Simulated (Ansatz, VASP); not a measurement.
**TiB2 in VASP and in Ansatz**

```
Ti B
1.0
     3.08978    0.00000    0.00000
    -1.54489    2.67583    0.00000
     0.00000    0.00000    3.22840
Ti B
1 2
Direct
  0.00000 0.00000 0.00000
  0.33333 0.66667 0.50000
  0.66667 0.33333 0.50000
```

Change from the starting cell: equal xx and yy strain of +2 %.

Alike in both runs: task single point; functional PBEsol; k mesh 14 × 14 × 11; occupations fermi-dirac, width 0.03 eV; no spin polarisation.

```csv
,VASP,Ansatz
version,VASP 6.6.1,Ansatz 0.2.0
potentials or method,"VASP PAW PBE potentials, release 64 (Ti_sv, B), cutoff 520 eV","all-electron LAPW, scalar-relativistic"
```

```tsv
	VASP	Ansatz	Ansatz less VASP
pressure (GPa)	-14.5	-14.9	-0.37
traceless stress, the component that is largest in VASP (GPa)	4.53	4.63	+0.099
```

VASP's potentials were made for PBE, not for PBEsol. Ansatz ran all-electron here, and VASP with PAW potentials.
